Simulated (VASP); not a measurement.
# HfH3Cl (P-3m1) in VASP: further runs

Runs on HfH3Cl. Level: PBE. Tasks: single point, relaxation of cell and atoms.

Everything below comes from runs of VASP 6.6.1. Logs are shortened: lines on timing, memory, paths and dates and some standing lists are left out, and cuts for length are marked.

### 1 The cell of the first run

Symmetry: P-3m1, No. 164, trigonal system. The conventional cell has a = 3.461 Å, b = 3.461 Å, c = 11.072 Å, α = 90.00°, β = 90.00°, γ = 120.00°. Hf (site symmetry 3m) has 10 H at 2.00 to 2.34 Å and 1 Cl at 2.34 Å within 2.7 Å. Within 2.5 Å of H (site symmetry 3m) lie 7 H at 1.85 to 2.27 Å and 4 Hf at 2.13 to 2.34 Å. Within 2.5 Å of H (site symmetry 3m) lie 4 H at 1.85 to 2.14 Å and 3 Hf at 2.09 Å. H (site symmetry 3m) has 3 Hf at 2.00 Å and 6 H at 2.14 to 2.27 Å within 2.7 Å. Within 3.1 Å of Cl (site symmetry 3m) lie 1 Hf at 2.34 Å and 3 H at 2.63 Å.

### 2 Single point, PBE

INCAR reads:

```
PREC = Accurate
ENCUT = 520
EDIFF = 1E-6
ISMEAR = 0
SIGMA = 0.15
LREAL = F
LASPH = T
NELM = 80
ALGO = Normal
ISIF = 2
LWAVE = F
LCHARG = F
GGA = PE
NBANDS = 31
```

KPOINTS reads:

```
regular mesh
0
Gamma
  4 4 1
```

POSCAR reads:

```
HfH3Cl
1.0
    3.4606588740      0.0000000000      0.0000000000
   -1.7303294370      2.9970184987      0.0000000000
    0.0000000000      0.0000000000     11.0717489810
Hf H Cl
2 6 2
Direct
    0.3333333333      0.6666666667      0.1516284534
    0.6666666667      0.3333333333      0.8483715466
    0.3333333333      0.6666666667      0.9590856131
    0.3333333333      0.6666666667      0.7920260025
    0.0000000000      0.0000000000      0.8621836900
    0.6666666667      0.3333333333      0.0409143869
    0.6666666667      0.3333333333      0.2079739975
    0.0000000000      0.0000000000      0.1378163100
    0.3333333333      0.6666666667      0.3630305686
    0.6666666667      0.3333333333      0.6369694314
```

Potentials or basis: VASP PAW PBE potentials, release 64 (Hf_pv, H, Cl).

Started as:

```
$ cat potpaw_PBE.64/Hf_pv/POTCAR potpaw_PBE.64/H/POTCAR potpaw_PBE.64/Cl/POTCAR > POTCAR
$ mpirun -np 1 vasp_std > vasp.out
```

OUTCAR:

```text
PREC = Accurate
   ENCUT = 520
   EDIFF = 1E-6
   ISMEAR = 0
   LREAL = F
   LASPH = T
   NELM = 80
   ISIF = 2
   GGA = PE

 ion  position               nearest neighbor table
   1  0.333  0.667  0.152-   8 2.00   8 2.00   8 2.00   7 2.09   7 2.09   7 2.09   3 2.13   9 2.34
                             6 2.34   6 2.34   6 2.34
   2  0.667  0.333  0.848-   5 2.00   5 2.00   5 2.00   4 2.09   4 2.09   4 2.09   6 2.13  10 2.34
                             3 2.34   3 2.34   3 2.34
   3  0.333  0.667  0.959-   1 2.13   2 2.34   2 2.34   2 2.34
   4  0.333  0.667  0.792-   2 2.09   2 2.09   2 2.09
   5  0.000  0.000  0.862-   2 2.00   2 2.00   2 2.00
   6  0.667  0.333  0.041-   2 2.13   1 2.34   1 2.34   1 2.34
   7  0.667  0.333  0.208-   1 2.09   1 2.09   1 2.09
   8  0.000  0.000  0.138-   1 2.00   1 2.00   1 2.00
   9  0.333  0.667  0.363-   1 2.34
  10  0.667  0.333  0.637-   2 2.34

  LATTYP: Found a hexagonal cell.
 ALAT       =     3.4606588740
 C/A-ratio  =     3.1993182177

  Lattice vectors:

 A1 = (   3.4606588740,   0.0000000000,   0.0000000000)
 A2 = (  -1.7303294370,   2.9970184987,   0.0000000000)
 A3 = (   0.0000000000,   0.0000000000,  11.0717489810)

Analysis of symmetry for initial positions (statically):
=====================================================================
 Subroutine PRICEL returns:
 Original cell was already a primitive cell.

 Routine SETGRP: Setting up the symmetry group for a
 hexagonal supercell.

 Subroutine GETGRP returns: Found 12 space group operations
 (whereof 12 operations were pure point group operations)
 out of a pool of 24 trial point group operations.

The static configuration has the point symmetry D_3d.

Analysis of symmetry for dynamics (positions and initial velocities):
=====================================================================
 Subroutine PRICEL returns:
 Original cell was already a primitive cell.

 Routine SETGRP: Setting up the symmetry group for a
 hexagonal supercell.

 Subroutine GETGRP returns: Found 12 space group operations
 (whereof 12 operations were pure point group operations)
 out of a pool of 24 trial point group operations.

The dynamic configuration has the point symmetry D_3d.

 Subroutine INISYM returns: Found 12 space group operations
 (whereof 12 operations are pure point group operations),
 and found     1 'primitive' translations

----------------------------------------------------------------------------------------

                                     Primitive cell

  volume of cell :     114.8324

  direct lattice vectors                    reciprocal lattice vectors
     3.460658874  0.000000000  0.000000000     0.288962315  0.166832470  0.000000000
    -1.730329437  2.997018499  0.000000000     0.000000000  0.333664941  0.000000000
     0.000000000  0.000000000 11.071748981     0.000000000  0.000000000  0.090319967

  length of vectors
     3.460658874  3.460658874 11.071748981     0.333664941  0.333664941  0.090319967

  position of ions in fractional coordinates (direct lattice)
     0.333333333  0.666666667  0.151628453
     0.666666667  0.333333333  0.848371547
     0.333333333  0.666666667  0.959085613
     0.333333333  0.666666667  0.792026003
     0.000000000  0.000000000  0.862183690
     0.666666667  0.333333333  0.040914387
     0.666666667  0.333333333  0.207973997
     0.000000000  0.000000000  0.137816310
     0.333333333  0.666666667  0.363030569
     0.666666667  0.333333333  0.636969431

  ion indices of the primitive-cell ions
   primitive index   ion index
                 1           1
                 2           2
                 3           3
                 4           4
                 5           5
                 6           6
                 7           7
                 8           8
                 9           9
                10          10

----------------------------------------------------------------------------------------

 KPOINTS: regular mesh

Automatic generation of k-mesh.
 Grid dimensions read from file:
 generate k-points for:    4    4    1

 Generating k-lattice:

  Cartesian coordinates                     Fractional coordinates (reciprocal lattice)
     0.072240579  0.041708118  0.000000000     0.250000000  0.000000000  0.000000000
     0.000000000  0.083416235  0.000000000     0.000000000  0.250000000  0.000000000
     0.000000000  0.000000000  0.090319967     0.000000000  0.000000000  1.000000000

  Length of vectors
     0.083416235  0.083416235  0.090319967

  Shift w.r.t. Gamma in fractional coordinates (k-lattice)
     0.000000000  0.000000000  0.000000000

 Subroutine IBZKPT returns following result:
 ===========================================

 Found      4 irreducible k-points:

 Following reciprocal coordinates:
            Coordinates               Weight
  0.000000  0.000000  0.000000      1.000000
  0.250000  0.000000  0.000000      6.000000
  0.500000  0.000000  0.000000      3.000000
  0.250000  0.250000  0.000000      6.000000
   k-points           NKPTS =      4   k-points in BZ     NKDIM =      4   number of bands    NBANDS=     31
   number of dos      NEDOS =    301   number of ions     NIONS =     10
   total plane-waves  NPLWV =  65856
   dimension x,y,z NGX =    28 NGY =   28 NGZ =   84
   dimension x,y,z NGXF=    56 NGYF=   56 NGZF=  168
   ions per type =               2   6   2
   NGX,Y,Z   is equivalent  to a cutoff of  13.45, 13.45, 12.61 a.u.
   NGXF,Y,Z  is equivalent  to a cutoff of  26.90, 26.90, 25.23 a.u.
 SYSTEM =  unknown system
   PREC   = accura    normal or accurate (medium, high low for compatibility)
   ISTART =      0    job   : 0-new  1-cont  2-samecut
   ICHARG =      2    charge: 1-file 2-atom 10-const
   ISPIN  =      1    spin polarized calculation?
   LNONCOLLINEAR =      F non collinear calculations
   LSORBIT =      F    spin-orbit coupling
   LASPH  =      T    aspherical Exc in radial PAW
   ENCUT  =  520.0 eV  38.22 Ry    6.18 a.u.   6.43  6.43 20.59*2*pi/ulx,y,z
   NELM   =     80;   NELMIN=  2; NELMDL= -5     # of ELM steps
   EDIFF  = 0.1E-05   stopping-criterion for ELM
   LREAL  =      F    real-space projection
   EDIFFG = 0.1E-04   stopping-criterion for IOM
   NSW    =      0    number of steps for IOM
   IBRION =     -1    ionic relax: 0-MD 1-quasi-New 2-CG
   NFREE  =      0    steps in history (QN), initial steepest desc. (CG)
   ISIF   =      2    stress and relaxation
   ISYM   =      2    0-nonsym 1-usesym 2-fastsym
   POTIM  = 0.5000    time-step for ionic-motion
   TEBEG  =    0.0;   TEEND  =   0.0 temperature during run
   PSTRESS=    0.0 pullay stress
   NELECT =      40.0000    total number of electrons
   NUPDOWN=      -1.0000    fix difference up-down
   EMIN   =  10.00;   EMAX   =-10.00  energy-range for DOS
   EFERMI =   0.00;   METHOD = LEGACY
   ISMEAR =     0;   SIGMA  =   0.15  broadening in eV -4-tet -1-fermi 0-gaus
   EFERMI_NEDOS =   21; number of points for ismear=-14 and -15
   IALGO  =     38    algorithm
   IMIX   =      4    mixing-type and parameters
     AMIX     =   0.40;   BMIX     =  1.00
     AMIX_MAG =   1.60;   BMIX_MAG =  1.00
  volume/ion in A,a.u.               =      11.48        77.49
  Fermi-wavevector in a.u.,A,eV,Ry     =   1.151879  2.176735 18.052538  1.326824
  Thomas-Fermi vector in A             =   2.288533
   LORBIT       =      0    0 simple, 1 ext, 2 COOP (PROOUT), +10 PAW based schemes
   GGA     = PE    functional components
   LHFCALC =     F    Hartree Fock is set to
   AEXX    =    0.0000 exact exchange contribution
   IVDW    =     0    specifies the selected vdW correction
   LEPSILON=     F    determine dielectric tensor
   LRPA    =     F    only Hartree local field effects (RPA)
 non-spin polarized calculation
 Gauss-broadening in eV      SIGMA  =   0.15
  energy-cutoff  :      520.00
  volume of cell :      114.83
 maximum number of plane-waves:      3103
 NGX is ok and might be reduce to    28
   NGX = 13   NGY = 13   NGZ = 41

 number of electron      39.9999999 magnetization

 Free energy of the ion-electron system (eV)
  ---------------------------------------------------
  ext. energy  EPLUGINS =         0.00000000
  ---------------------------------------------------
  free energy    TOTEN  =       -48.96366923 eV

  energy without entropy =      -48.94872851  energy(sigma->0) =      -48.95619887

 E-fermi :   2.6798     XC(G=0):  -9.7462

 val. band max:        2.3459814827   @ k =   0.0000   0.0000   0.0000
 cond. band min:       2.7064529955   @ k =   0.0000   0.0000   0.0000
 fundamental gap:      0.3604715128
 Fermi energy:         2.6797853847

 k-point     1 :       0.0000    0.0000    0.0000
  band No.  band energies     occupation
      1     -28.8619      2.00000
      2     -28.7986      2.00000
      3     -28.7488      2.00000
      4     -28.7488      2.00000
      5     -28.7442      2.00000
      6     -28.7442      2.00000
[... 23 lines left out ...]
     30       7.9274      0.00000
     31      11.0766      0.00000

 k-point     2 :       0.2500    0.0000    0.0000
  band No.  band energies     occupation
      1     -28.9075      2.00000
      2     -28.9031      2.00000
      3     -28.8320      2.00000
      4     -28.7859      2.00000
      5     -28.7828      2.00000
      6     -28.7763      2.00000
[... 23 lines left out ...]
     30       9.2046      0.00000
     31      10.2482      0.00000

 k-point     3 :       0.5000    0.0000    0.0000
  band No.  band energies     occupation
      1     -29.0601      2.00000
      2     -29.0536      2.00000
      3     -28.8164      2.00000
      4     -28.8084      2.00000
      5     -28.7998      2.00000
      6     -28.7791      2.00000
[... 23 lines left out ...]
     30       9.0791      0.00000
     31       9.9362      0.00000

 k-point     4 :       0.2500    0.2500    0.0000
  band No.  band energies     occupation
      1     -28.9990      2.00000
      2     -28.9956      2.00000
      3     -28.8771      2.00000
      4     -28.8726      2.00000
      5     -28.7993      2.00000
      6     -28.7785      2.00000
[... 23 lines left out ...]
     30       9.6886      0.00000
     31       9.8789      0.00000

------------------------ aborting loop because EDIFF is reached ----------------------------------------

  FORCE on cell =-STRESS in cart. coord.  units (eV):
  Direction    XX          YY          ZZ          XY          YZ          ZX
  --------------------------------------------------------------------------------------
  -------------------------------------------------------------------------------------
  Total       -0.5504236     -0.5504236     -1.0554127      0.0000000      0.0000000      0.0000000
  in kB       -7.6796805     -7.6796805    -14.7254463      0.0000000      0.0000000      0.0000000
  external PRESSURE =     -10.0282691 kB  Pullay stress =       0.0000000 kB

 VOLUME and BASIS-vectors are now :
 -----------------------------------------------------------------------------
  energy-cutoff  :      520.00
  volume of cell :      114.83
      direct lattice vectors                 reciprocal lattice vectors
     3.460658874  0.000000000  0.000000000     0.288962315  0.166832470  0.000000000
    -1.730329437  2.997018499  0.000000000     0.000000000  0.333664941  0.000000000
     0.000000000  0.000000000 11.071748981     0.000000000  0.000000000  0.090319967

 POSITION                                       TOTAL-FORCE (eV/Angst)
 -----------------------------------------------------------------------------------
     -0.00000      1.99801      1.67879        -0.000000     -0.000000      0.164892
      1.73033      0.99901      9.39296        -0.000000      0.000000     -0.164892
     -0.00000      1.99801     10.61876         0.000000      0.000000     -0.008535
     -0.00000      1.99801      8.76911        -0.000000      0.000000     -0.029973
      0.00000      0.00000      9.54588        -0.000000     -0.000000      0.047472
      1.73033      0.99901      0.45299         0.000000     -0.000000      0.008535
      1.73033      0.99901      2.30264         0.000000     -0.000000      0.029973
      0.00000      0.00000      1.52587         0.000000      0.000000     -0.047472
     -0.00000      1.99801      4.01938        -0.000000     -0.000000     -0.176894
      1.73033      0.99901      7.05237         0.000000      0.000000      0.176894
 -----------------------------------------------------------------------------------
    total drift:                                0.000000      0.000000      0.000000

  FREE ENERGIE OF THE ION-ELECTRON SYSTEM (eV)
  ---------------------------------------------------
  free  energy   TOTEN  =       -48.9636692257 eV

  energy  without entropy=      -48.9487285091  energy(sigma->0) =      -48.95619887
```

It took 11 s on 1 thread of Intel Xeon 6975P-C (Granite Rapids), shared host; peak memory 0.23 GiB.

Results:

| Property | Result |
| --- | --- |
| Free energy | -48.9637 eV |
| Pressure | -1.0 GPa |
| Largest force | 0.177 eV/Å |
| Band gap on the k mesh | zero (filled and empty bands touch) |

Forces in eV/Å, atoms in the order of the input:
```
Hf   0.000  0.000  0.165
Hf   0.000  0.000 -0.165
H    0.000  0.000 -0.009
H    0.000  0.000 -0.030
H    0.000  0.000  0.047
H    0.000  0.000  0.009
H    0.000  0.000  0.030
H    0.000  0.000 -0.047
Cl   0.000  0.000 -0.177
Cl   0.000  0.000  0.177
```

Caveat: the k points lie up to 0.57 Å⁻¹ apart; spin-orbit coupling is left out, which moves the levels of the heavy elements; this functional lacks dispersion, which binds the layers, so the pressure and a relaxed spacing across them are unreliable.

### 3 Relaxation of cell and atoms, PBE

This run uses another cell than the first one, of 12.69 Å³/atom, 1.105 times its volume.

INCAR reads:

```
SYSTEM = HfH3Cl
PREC = Accurate
ENCUT = 600
EDIFF = 1E-6
ISMEAR = 0
SIGMA = 0.15
LREAL = .FALSE.
LASPH = .TRUE.
NELM = 80
ALGO = Normal
ISIF = 3
LWAVE = .FALSE.
LCHARG = .FALSE.
GGA = PE
IBRION = 2
NSW = 36
EDIFFG = -0.08
```

KPOINTS reads:

```
Automatic mesh
0
G
  4 4 1
  0 0 0
```

POSCAR reads:

```
HfH3Cl
1.0
    3.6500000000      0.0000000000      0.0000000000
   -1.8250000000      3.1609927200      0.0000000000
    0.0000000000      0.0000000000     11.0000000000
Hf H Cl
2 6 2
Direct
    0.3333333300      0.6666666700      0.1230000000
    0.6666666700      0.3333333300      0.8770000000
    0.3333333300      0.6666666700      0.9450000000
    0.3333333300      0.6666666700      0.7800000000
    0.0000000000      0.0000000000      0.8250000000
    0.6666666700      0.3333333300      0.0550000000
    0.6666666700      0.3333333300      0.2200000000
    0.0000000000      0.0000000000      0.1750000000
    0.3333333300      0.6666666700      0.3500000000
    0.6666666700      0.3333333300      0.6500000000
```

Potentials or basis: VASP PAW PBE potentials, release 64 (Hf_pv, H, Cl).

Started as:

```
$ cat potpaw_PBE.64/Hf_pv/POTCAR potpaw_PBE.64/H/POTCAR potpaw_PBE.64/Cl/POTCAR > POTCAR
$ mpirun -np 1 vasp_std > vasp.out
```

Run time: 3.4 min. Hardware: 1 thread of Intel Xeon 6975P-C (Granite Rapids), shared host; peak memory 0.29 GiB.

Results (log left out):

```
Free energy                            : -48.9739 eV
Relaxed volume                         : 11.28 Å³/atom
Relaxed cell                           : a = 3.450 Å, b = 3.450 Å, c = 10.947 Å, α = 90.00°, β = 90.00°, γ = 120.00°
Space group after relaxing (to 0.05 Å) : P-3m1 (No. 164)
Energy gained by relaxing              : 214.6 meV/atom
Ionic steps                            : 25
Pressure after relaxing                : -0.2 GPa
Largest force after relaxing           : 0.068 eV/Å
Band gap on the k mesh                 : zero (filled and empty bands touch)
```

Forces on the atoms (eV/Å):
```
Hf   0.000  0.000  0.057
Hf   0.000  0.000 -0.057
H    0.000  0.000  0.008
H    0.000  0.000  0.068
H    0.000  0.000  0.036
H    0.000  0.000 -0.008
H    0.000  0.000 -0.068
H    0.000  0.000 -0.036
Cl   0.000  0.000 -0.011
Cl   0.000  0.000  0.011
```

Stress tensor (GPa, compression positive):
```
-0.22  0.00  0.00
 0.00 -0.22  0.00
 0.00  0.00 -0.06
```

Step by step:
```
step  energy change (eV)  largest force (eV/Å)  pressure (GPa)  volume (Å³)
   1              0.0000                4.0067           -8.56       126.91
   2             -1.5411                1.8620            1.51       114.78
   3             -1.5458                2.0592            2.31       114.21
   4             -1.8731                0.7538            0.39       112.57
   5             -1.9105                0.5454            0.46       113.01
   6             -1.9623                0.2825            0.98       113.34
   7             -1.9855                0.4070            1.71       113.76
   8             -2.0130                0.1938           -0.53       115.97
   9             -2.0132                0.1945           -0.70       116.14
  10             -2.0355                0.2103           -0.80       116.42
  11             -2.0452                0.3728           -0.82       116.72
  12             -2.0604                0.2220           -1.04       116.45
  13             -2.0732                0.2403           -1.43       115.81
  14             -2.0869                0.1944           -0.48       114.41
  15             -2.0912                0.1750            0.53       113.01
  16             -2.1024                0.1568            0.37       112.88
  17             -2.1077                0.2802            0.16       112.70
  18             -2.1153                0.1754            0.33       112.68
  19             -2.1220                0.2722            0.70       112.65
  20             -2.1295                0.2089            0.22       113.09
  21             -2.1366                0.1059           -0.89       114.14
  22             -2.1418                0.0983           -0.55       113.71
  23             -2.1430                0.1283           -0.25       113.36
  24             -2.1455                0.0906           -0.16       112.74
  25             -2.1456                0.0683           -0.17       112.83
```

Final structure:
```
Hf H Cl
1.0
     3.44981    0.00000    0.00000
    -1.72491    2.98763    0.00000
     0.00000    0.00000   10.94748
Hf H Cl
2 6 2
Cartesian
  0.0000 1.9918 1.6810
  1.7249 0.9959 9.2665
  0.0000 1.9918 10.4859
  0.0000 1.9918 8.6144
  0.0000 0.0000 9.4506
  1.7249 0.9959 0.4616
  1.7249 0.9959 2.3331
  0.0000 0.0000 1.4969
  0.0000 1.9918 4.0102
  1.7249 0.9959 6.9373
```

Levels at points of the mesh, in eV from the Fermi level:
| k point | band 18 | band 19 | band 20 | band 21 | band 22 | band 23 |
| --- | --- | --- | --- | --- | --- | --- |
| (0.00, 0.00, 0.00) | -0.47 | -0.34 | 0.03 | 0.03 | 0.14 | 0.14 |
| (0.50, 0.00, 0.00) | -2.11 | -1.92 | -1.87 | 1.60 | 2.05 | 2.98 |

Caveat: the k points lie up to 0.57 Å⁻¹ apart in the final cell; spin-orbit coupling is left out, which moves the levels of the heavy elements; this functional lacks dispersion, which binds the layers, so the pressure and a relaxed spacing across them are unreliable; the relaxation stopped at a loose force limit of 0.08 eV/Å, so its end isn't a converged minimum.

[end of part 1 of 2]
